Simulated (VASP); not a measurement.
# LiAl32O48 (a cell with a defect) in VASP: notebook

LiAl32O48 (a cell with a defect) is run at these levels: r2SCAN, PBE; tasks: single point.

Everything below comes from runs of VASP 6.6.1. Logs are shortened: lines on timing, memory, paths and dates and some standing lists are left out, and cuts for length are marked.

## 1. The cell of the first run

The cell holds a defect, 81 atoms: a = 10.361 Å, b = 10.361 Å, c = 10.361 Å, α = 55.29°, β = 55.29°, γ = 55.29°.

## 2. Single point, r2SCAN

Contents of POSCAR:

```
LiAl32O48
1.0
    4.8078835200      2.7758328500      8.7484141900
   -4.8078835200      2.7758328500      8.7484141900
    0.0000000000     -5.5516656900      8.7484141900
Al O Li
32 48 1
Direct
    0.3324188500      0.3331056100      0.3336626200
    0.4299969900      0.4306913800      0.4312561300
    0.0695620700      0.0702556100      0.0708204500
    0.1671525200      0.1678443400      0.1683997300
    0.3239567700      0.3243568800      0.8252523300
    0.4268026700      0.4287437700      0.9253780500
    0.0727484000      0.0721985600      0.5767071100
    0.1756016800      0.1765930900      0.6768200600
    0.3236606200      0.8246870000      0.3252156900
    0.4280522800      0.9248050800      0.4280685100
    0.0715058300      0.5761385100      0.0740135400
    0.1758967400      0.6762606800      0.1768585100
    0.3237824800      0.8241438800      0.8241302500
    0.4264675000      0.9254840100      0.9260401100
    0.0730913000      0.5754669800      0.5760319100
    0.1757735900      0.6768035900      0.6779499500
    0.8239952000      0.3246537700      0.3249192400
    0.9241151500      0.4275044400      0.4293105500
    0.5754445900      0.0734479300      0.0727686800
    0.6755691700      0.1762949700      0.1771552000
    0.8228669700      0.3244803200      0.8247061700
    0.9247846000      0.4271618600      0.9260433800
    0.5747719600      0.0737880800      0.5760290200
    0.6766876400      0.1764684300      0.6773692300
    0.8234503500      0.8235648400      0.3250467100
    0.9247870600      0.9254827600      0.4277267600
    0.5747734400      0.5754735300      0.0743491800
    0.6761087900      0.6773856100      0.1770371600
    0.8233906700      0.8240899300      0.8246567400
    0.9257553300      0.9264525300      0.9270199500
    0.5737993200      0.5744939100      0.5750625700
    0.6761612100      0.6768609000      0.6774243300
    0.2188261700      0.0349969400      0.3710245900
    0.4652527900      0.1304891300      0.2819886000
    0.0343047300      0.3704569000      0.2200904100
    0.3697613300      0.2195244300      0.0355660500
    0.1297985600      0.2814241000      0.4665111500
    0.2807272500      0.4659460600      0.1310573300
    0.2214111100      0.0267680100      0.8746541800
    0.4713841200      0.1250390900      0.7809644500
    0.0281713500      0.3759121100      0.7211078000
    0.3747530700      0.2244061000      0.5329930100
    0.1248086000      0.2765465900      0.9690751800
    0.2781451800      0.4741813000      0.6274225800
    0.2237120700      0.5324328200      0.3760091300
    0.4734876100      0.6268566600      0.2794062500
    0.0260739700      0.8740901200      0.2226712200
    0.3752160600      0.7205494400      0.0294300100
    0.1243430500      0.7804014600      0.4726461000
    0.2758495700      0.9685141000      0.1260649600
    0.2219915800      0.5277267700      0.8776473100
    0.4715672100      0.6261120600      0.7786021000
    0.0279893400      0.8748335400      0.7234800900
    0.3742469400      0.7241737900      0.5287107700
    0.1253087300      0.7767740700      0.9733705500
    0.2775599500      0.9732186000      0.6244363900
    0.7198533800      0.0288678500      0.3764748200
    0.9678221100      0.1255054600      0.2771031700
    0.5317434400      0.3754460000      0.2249645200
    0.8733973900      0.2221079800      0.0273292200
    0.6261630400      0.2788425200      0.4747450400
    0.7797073700      0.4720832700      0.1255998800
    0.7222144400      0.0286863800      0.8753996300
    0.9721041800      0.1260056400      0.7773393400
    0.5274435200      0.3749417400      0.7247439600
    0.8763825600      0.2226908600      0.5282931600
    0.6231737400      0.2782565300      0.9737859900
    0.7773377900      0.4722614800      0.6266779500
    0.7234766700      0.5281462100      0.3755082000
    0.9725257600      0.6238681700      0.2788238700
    0.5270337200      0.8770764600      0.2232581700
    0.8741370700      0.7229137700      0.0292535300
    0.6254181200      0.7780379300      0.4728273900
    0.7760763600      0.9728046200      0.1265727500
    0.7214351700      0.5284348800      0.8763152900
    0.9718187400      0.6251961000      0.7793832700
    0.5277397600      0.8757533500      0.7226930900
    0.8750577600      0.7221289900      0.5289987100
    0.6244985300      0.7788224600      0.9730803200
    0.7781226500      0.9725146600      0.6257613600
    0.2497622100      0.2504649900      0.2510641900
```

Contents of INCAR.step1:

```
SYSTEM = LiAl32O48
  PREC = Accurate
  ENCUT = 520
  ISMEAR = -1
  SIGMA = 0.01
  LREAL = Auto
  LASPH = .True.
  NELM = 60
  NBANDS = 240
  NELECT = 386.0
  GGA = PE
  ALGO = Normal
  EDIFF = 1E-4
  LWAVE = .True.
  LCHARG = .False.
```

Contents of INCAR.step2:

```
SYSTEM = LiAl32O48
  PREC = Accurate
  ENCUT = 520
  EDIFF = 1E-6
  ISMEAR = -1
  SIGMA = 0.01
  LREAL = Auto
  LASPH = .True.
  NELM = 60
  ALGO = Normal
  ISIF = 2
  LWAVE = .False.
  LCHARG = .False.
  METAGGA = R2SCAN
  LMIXTAU = .True.
  NBANDS = 240
  NELECT = 386.0
  ISTART = 1
```

Contents of KPOINTS:

```
regular mesh
0
Gamma
  1 1 1
  0 0 0
```

Potentials or basis: VASP PAW PBE potentials, release 64 (Al, O, Li_sv).

The run is started by

```sh
cat potpaw_PBE.64/Al/POTCAR potpaw_PBE.64/O/POTCAR potpaw_PBE.64/Li_sv/POTCAR > POTCAR
cp INCAR.step1 INCAR
mpirun -np 1 vasp_gam > vasp.out
cp INCAR.step2 INCAR
mpirun -np 1 vasp_gam > vasp.out
```

OUTCAR:

```text
SYSTEM = LiAl32O48
   PREC = Accurate
   ENCUT = 520
   EDIFF = 1E-6
   ISMEAR = -1
   LREAL = Auto
   LASPH = .True.
   NELM = 60
   ISIF = 2
   METAGGA = R2SCAN
   NELECT = 386.0
   ISTART = 1

 ion  position               nearest neighbor table
   1  0.332  0.333  0.334-  59 1.88  42 1.88  45 1.88  38 1.93  34 1.93  37 1.93  81 2.17   2 2.56
                            20 2.79  12 2.79   8 2.79
   2  0.430  0.431  0.431-  61 1.84  46 1.84  44 1.84  42 2.04  45 2.04  59 2.04   1 2.56  23 2.85
                            15 2.85  27 2.85   9 3.20   5 3.20  17 3.20
   3  0.070  0.070  0.071-  47 1.84  39 1.84  60 1.84  58 2.04  50 2.04  43 2.04   4 2.56  14 2.85
                            26 2.85  22 2.85  20 3.20  12 3.20   8 3.20
   4  0.167  0.168  0.168-  43 1.88  50 1.88  58 1.88  36 1.93  35 1.93  33 1.93  81 2.17   3 2.56
                             5 2.79   9 2.79  17 2.79
   5  0.324  0.324  0.825-  44 1.87  40 1.87  43 1.88  65 1.99  51 1.99  36 2.01   6 2.69   4 2.79
                            16 2.82  24 2.82   2 3.20  14 3.26  22 3.27
   6  0.427  0.429  0.925-  52 1.86  67 1.87  38 1.89  65 1.98  51 1.98  36 2.06   5 2.69  31 2.80
                            81 2.81  19 2.84  11 2.84  13 3.23  21 3.23
   7  0.073  0.072  0.577-  53 1.86  66 1.87  33 1.89  64 1.98  56 1.98  37 2.06   8 2.69  30 2.80
                            81 2.81  10 2.84  18 2.84  16 3.23  24 3.23
   8  0.176  0.177  0.677-  39 1.87  41 1.87  42 1.88  64 1.99  56 1.99  37 2.01   7 2.69   1 2.79
                            13 2.82  21 2.82   3 3.20  15 3.26  23 3.27
   9  0.324  0.825  0.325-  46 1.87  49 1.87  50 1.88  54 1.99  71 1.99  33 2.01  10 2.69   4 2.79
[... 93 lines left out ...]
  79  0.624  0.779  0.973-  14 1.87  29 1.87  27 1.98  28 1.99
  80  0.778  0.973  0.626-  26 1.87  29 1.87  23 1.98  24 1.99
  81  0.250  0.250  0.251-  37 1.96  33 1.96  35 1.96  34 1.96  38 1.96  36 1.96   4 2.17   1 2.17
                             7 2.81  18 2.81  10 2.81  11 2.81  19 2.81   6 2.81

  LATTYP: Found a trigonal (rhomboedric) cell.
 ALAT       =    10.3612616410
 COS(alpha) =     0.5693617618

  Lattice vectors:

 A1 = (   4.8078835200,   2.7758328500,   8.7484141900)
 A2 = (  -4.8078835200,   2.7758328500,   8.7484141900)
 A3 = (   0.0000000000,  -5.5516656900,   8.7484141900)

Analysis of symmetry for initial positions (statically):
=====================================================================
 Subroutine PRICEL returns:
 Original cell was already a primitive cell.

 Routine SETGRP: Setting up the symmetry group for a
 trigonal (rhombohedral) supercell.

 Subroutine GETGRP returns: Found  1 space group operations
 (whereof  1 operations were pure point group operations)
 out of a pool of 12 trial point group operations.

The static configuration has the point symmetry C_1 .

Analysis of symmetry for dynamics (positions and initial velocities):
=====================================================================
 Subroutine PRICEL returns:
 Original cell was already a primitive cell.

 Routine SETGRP: Setting up the symmetry group for a
 trigonal (rhombohedral) supercell.

 Subroutine GETGRP returns: Found  1 space group operations
 (whereof  1 operations were pure point group operations)
 out of a pool of 12 trial point group operations.

The dynamic configuration has the point symmetry C_1 .

 Subroutine INISYM returns: Found  1 space group operations
 (whereof  1 operations are pure point group operations),
 and found     1 'primitive' translations

[... 199 lines left out ...]
  Shift w.r.t. Gamma in fractional coordinates (k-lattice)
     0.000000000  0.000000000  0.000000000

 Subroutine IBZKPT returns following result:
 ===========================================

 Found      1 irreducible k-points:

 Following reciprocal coordinates:
            Coordinates               Weight
  0.000000  0.000000  0.000000      1.000000
   k-points           NKPTS =      1   k-points in BZ     NKDIM =      1   number of bands    NBANDS=    240
   number of dos      NEDOS =    301   number of ions     NIONS =     81
   total plane-waves  NPLWV = 512000
   dimension x,y,z NGX =    80 NGY =   80 NGZ =   80
   dimension x,y,z NGXF=   160 NGYF=  160 NGZF=  160
   ions per type =              32  48   1
   NGX,Y,Z   is equivalent  to a cutoff of  12.84, 12.84, 12.84 a.u.
   NGXF,Y,Z  is equivalent  to a cutoff of  25.67, 25.67, 25.67 a.u.
 SYSTEM =  LiAl32O48
   PREC   = accura    normal or accurate (medium, high low for compatibility)
   ISTART =      1    job   : 0-new  1-cont  2-samecut
   ICHARG =      0    charge: 1-file 2-atom 10-const
   ISPIN  =      1    spin polarized calculation?
   LNONCOLLINEAR =      F non collinear calculations
   LSORBIT =      F    spin-orbit coupling
   LASPH  =      T    aspherical Exc in radial PAW
   ENCUT  =  520.0 eV  38.22 Ry    6.18 a.u.  19.27 19.27 19.27*2*pi/ulx,y,z
   NELM   =     60;   NELMIN=  2; NELMDL=  0     # of ELM steps
   EDIFF  = 0.1E-05   stopping-criterion for ELM
   LREAL  =      T    real-space projection
   EDIFFG = 0.1E-04   stopping-criterion for IOM
   NSW    =      0    number of steps for IOM
   IBRION =     -1    ionic relax: 0-MD 1-quasi-New 2-CG
   NFREE  =      0    steps in history (QN), initial steepest desc. (CG)
   ISIF   =      2    stress and relaxation
   ISYM   =      2    0-nonsym 1-usesym 2-fastsym
   POTIM  = 0.5000    time-step for ionic-motion
   TEBEG  =    0.0;   TEEND  =   0.0 temperature during run
   PSTRESS=    0.0 pullay stress
   NELECT =     386.0000    total number of electrons
   NUPDOWN=      -1.0000    fix difference up-down
   EMIN   =  10.00;   EMAX   =-10.00  energy-range for DOS
   EFERMI =   0.00;   METHOD = LEGACY
   ISMEAR =    -1;   SIGMA  =   0.01  broadening in eV -4-tet -1-fermi 0-gaus
   EFERMI_NEDOS =   21; number of points for ismear=-14 and -15
   IALGO  =     38    algorithm
   IMIX   =      4    mixing-type and parameters
     AMIX     =   0.40;   BMIX     =  1.00
     AMIX_MAG =   1.60;   BMIX_MAG =  1.00
  volume/ion in A,a.u.               =       8.65        58.36
  Fermi-wavevector in a.u.,A,eV,Ry     =   1.342130  2.536258 24.508358  1.801314
  Thomas-Fermi vector in A             =   2.470309
   LORBIT       =      0    0 simple, 1 ext, 2 COOP (PROOUT), +10 PAW based schemes
   METAGGA = R2SCAN    functional components
   LHFCALC =     F    Hartree Fock is set to
   AEXX    =    0.0000 exact exchange contribution
   IVDW    =     0    specifies the selected vdW correction
   LEPSILON=     F    determine dielectric tensor
   LRPA    =     F    only Hartree local field effects (RPA)
 non-spin polarized calculation
  energy-cutoff  :      520.00
  volume of cell :      700.53
 maximum number of plane-waves:      9404
 NGX is ok and might be reduce to    80
   NGX = 39   NGY = 39   NGZ = 39

 number of electron     386.0000013 magnetization

 Free energy of the ion-electron system (eV)
  ---------------------------------------------------
  ext. energy  EPLUGINS =         0.00000000
  ---------------------------------------------------
  free energy    TOTEN  =      -780.65580420 eV

  energy without entropy =     -780.65580420  energy(sigma->0) =     -780.65580420

 E-fermi :   5.7841     XC(G=0): -12.0965

 val. band max:        5.4933867077   @ k =   0.0000   0.0000   0.0000
 cond. band min:      12.2548103830   @ k =   0.0000   0.0000   0.0000
 fundamental gap:      6.7614236753
 Fermi energy:         5.7840513771

 k-point     1 :       0.0000    0.0000    0.0000
  band No.  band energies     occupation
      1     -38.8272      2.00000
      2     -14.4932      2.00000
      3     -13.5889      2.00000
      4     -13.5640      2.00000
      5     -13.4982      2.00000
      6     -13.4308      2.00000
[... 197 lines left out ...]
    204      15.7371      0.00000
    205      15.7658      0.00000
 [bands above 205 left out]

------------------------ aborting loop because EDIFF is reached ----------------------------------------

  FORCE on cell =-STRESS in cart. coord.  units (eV):
  Direction    XX          YY          ZZ          XY          YZ          ZX
  --------------------------------------------------------------------------------------
  -------------------------------------------------------------------------------------
  Total      -44.2263694    -44.2130987    -32.9859249     -0.0004927     -0.0044451     -0.0025615
  in kB     -101.1495690   -101.1192178    -75.4416908     -0.0011268     -0.0101663     -0.0058583
  external PRESSURE =     -92.5701592 kB  Pullay stress =       0.0000000 kB

 VOLUME and BASIS-vectors are now :
 -----------------------------------------------------------------------------
  energy-cutoff  :      520.00
  volume of cell :      700.53
      direct lattice vectors                 reciprocal lattice vectors
     4.807883520  2.775832850  8.748414190     0.103995864  0.060042040  0.038102144
    -4.807883520  2.775832850  8.748414190    -0.103995864  0.060042040  0.038102144
     0.000000000 -5.551665690  8.748414190     0.000000000 -0.120084080  0.038102144

 POSITION                                       TOTAL-FORCE (eV/Angst)
 -----------------------------------------------------------------------------------
     -0.00330     -0.00500      8.74130        -0.002372     -0.002471      0.068123
     -0.00334     -0.00506     11.30247        -0.001145     -0.000504     -0.036255
     -0.00333     -0.00506      1.84275        -0.002111     -0.002792      0.037109
     -0.00333     -0.00500      4.40392        -0.000064     -0.002364     -0.069019
     -0.00192     -2.78191     12.89137        -0.002031      0.011497      0.023797
     -0.00933     -2.76254     15.58027         0.001642      0.029493     -0.034216
[... 73 lines left out ...]
     -0.93461      1.38546     20.78972        -0.034839     -0.003165     -0.006733
     -0.00338     -0.00528      6.57261         0.004742      0.006155      0.015200
 -----------------------------------------------------------------------------------
    total drift:                               -0.006993     -0.021374      0.060775

  FREE ENERGIE OF THE ION-ELECTRON SYSTEM (eV)
  ---------------------------------------------------
  free  energy   TOTEN  =      -780.6558042032 eV

  energy  without entropy=     -780.6558042032  energy(sigma->0) =     -780.65580420
```

Wall time 18 min (1 thread of Intel Xeon Platinum 8259CL at 2.50GHz (Skylake/Cascade Lake), shared host); peak memory 1.1 GiB.

What came out:

| Property | Result |
| --- | --- |
| Free energy | -780.6558 eV |
| Largest force | 0.081 eV/Å |

Forces in eV/Å, atoms in the order of the input:
```
Al  -0.002 -0.002  0.068
Al  -0.001 -0.001 -0.036
Al  -0.002 -0.003  0.037
Al   0.000 -0.002 -0.069
Al  -0.002  0.011  0.024
Al   0.002  0.029 -0.034
Al   0.000 -0.031  0.033
Al   0.001 -0.012 -0.026
Al   0.009 -0.004  0.024
Al   0.025 -0.015 -0.035
Al  -0.029  0.016  0.033
Al  -0.010  0.003 -0.025
Al   0.002  0.001  0.052
Al   0.004 -0.002 -0.045
Al  -0.004  0.001  0.042
Al   0.001  0.001 -0.048
Al  -0.010 -0.006  0.023
Al  -0.027 -0.015 -0.035
Al   0.029  0.015  0.032
Al   0.008  0.005 -0.026
Al  -0.001  0.000  0.048
Al   0.000  0.005 -0.043
Al   0.001 -0.004  0.041
Al   0.000  0.000 -0.047
Al   0.000  0.000  0.048
Al  -0.003 -0.004 -0.043
Al   0.004  0.003  0.041
Al   0.001  0.002 -0.047
Al   0.001  0.001  0.044
Al   0.000 -0.001 -0.056
Al   0.000  0.000  0.053
Al   0.001  0.001 -0.042
O    0.028  0.006 -0.007
O    0.013  0.029  0.006
O   -0.013 -0.028 -0.006
O   -0.018  0.021 -0.006
O    0.020 -0.024  0.006
O   -0.031 -0.002  0.008
O    0.024 -0.012 -0.011
O    0.013  0.031 -0.003
O   -0.015 -0.029  0.004
O   -0.023  0.065 -0.038
O    0.023 -0.068  0.035
O   -0.019  0.012  0.010
O    0.068 -0.013 -0.038
O    0.020  0.012  0.010
O   -0.024 -0.011 -0.010
O   -0.018  0.026  0.004
O    0.020 -0.027 -0.003
O   -0.071  0.015  0.036
O    0.033 -0.007  0.011
O    0.015  0.019 -0.005
O   -0.018 -0.020  0.007
O   -0.019  0.037  0.003
O    0.019 -0.037 -0.003
O   -0.034  0.007 -0.010
O    0.033  0.003  0.005
O    0.046  0.053  0.036
O   -0.046 -0.053 -0.036
O    0.001  0.025 -0.012
O   -0.001 -0.025  0.009
O   -0.033 -0.004 -0.003
O    0.027 -0.005  0.005
O    0.020  0.032 -0.002
O   -0.020 -0.033  0.001
O   -0.012  0.034  0.009
O    0.011 -0.033 -0.010
O   -0.025  0.006 -0.005
O    0.041 -0.001  0.003
O    0.022  0.026 -0.009
O   -0.024 -0.026  0.010
O   -0.008  0.024  0.004
O    0.009 -0.025 -0.005
O   -0.038  0.002 -0.003
O    0.034  0.003  0.007
O    0.015  0.031 -0.008
O   -0.013 -0.032  0.007
O   -0.021  0.029  0.006
O    0.022 -0.028 -0.008
O   -0.035 -0.003 -0.007
Li   0.005  0.006  0.015
```

Caveat: the k points lie up to 0.79 Å⁻¹ apart; the cell carries a net charge on a neutralising background, which shifts energy and pressure; the cell is charged against a uniform background, so pressure and absolute levels hang on convention; the cutoff is under 1.25 times the usual one of these potentials, so pressure, stress and relaxed cells hold a basis-set (Pulay) error; the PAW data sets were made with another functional, which shifts forces and pressure a little.

(Part 1 of 2 ends here.)
